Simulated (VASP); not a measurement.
Here is a VASP 6.6.1 calculation.

The input POSCAR:

```
NiO2
1.0
    1.3876533977      0.8011620627      5.4078244349
   -1.3876533977      0.8011620627      5.4078244349
    0.0000000000     -1.6023241254      5.4078244349
Ni O
1 2
Direct
    0.0000000000      0.0000000000      0.0000000000
    0.6087163548      0.6087163548      0.6087163548
    0.3912836452      0.3912836452      0.3912836452
```

The input INCAR.step1:

```
SYSTEM = NiO2
PREC     = Accurate       ! precision mode
ENCUT    = 520            ! plane-wave cutoff, eV
ISMEAR   = 0              ! smearing method
SIGMA    = 0.02           ! smearing width, eV
LREAL    = .False.        ! projectors in reciprocal space
LASPH    = .True.         ! aspherical terms in the spheres
NELM     = 100            ! most SCF steps
NBANDS   = 18             ! bands
GGA      = PE             ! functional
ALGO     = Normal         ! electronic algorithm
EDIFF    = 1E-4           ! SCF threshold, eV
LWAVE    = .True.         ! write WAVECAR
LCHARG   = .False.        ! write CHGCAR
```

File INCAR.step2:

```
SYSTEM = NiO2
PREC     = Accurate       ! precision mode
ENCUT    = 520            ! plane-wave cutoff, eV
EDIFF    = 1E-6           ! SCF threshold, eV
ISMEAR   = 0              ! smearing method
SIGMA    = 0.02           ! smearing width, eV
LREAL    = .False.        ! projectors in reciprocal space
LASPH    = .True.         ! aspherical terms in the spheres
NELM     = 100            ! most SCF steps
ALGO     = Normal         ! electronic algorithm
ISIF     = 2              ! what is computed and relaxed
LWAVE    = .False.        ! write WAVECAR
LCHARG   = .True.         ! write CHGCAR
METAGGA  = R2SCAN         ! meta-GGA
LMIXTAU  = .True.       
LELF     = .True.         ! ELF
LVHAR    = .True.       
NBANDS   = 18             ! bands
ISTART   = 1
```

Contents of KPOINTS:

```
regular mesh
0
Gamma
  12 12 12
  0 0 0
```

Potentials or basis: VASP PAW PBE potentials, release 64 (Ni, O).

The run is started by

```console
$ cat potpaw_PBE.64/Ni/POTCAR potpaw_PBE.64/O/POTCAR > POTCAR
$ cp INCAR.step1 INCAR
$ mpirun -np 1 vasp_std > vasp.out
$ cp INCAR.step2 INCAR
$ mpirun -np 1 vasp_std > vasp.out
```

(1) Predict the band gap on the k mesh.

(2) Estimate the largest force.

(3) Predict the pressure.

Results:

(1) 1.63 eV (least direct gap 1.85 eV).

(2) 0.134 eV/Å.

(3) 1.1 GPa.

Caveat: the PAW data sets were made with another functional, which shifts forces and pressure a little.
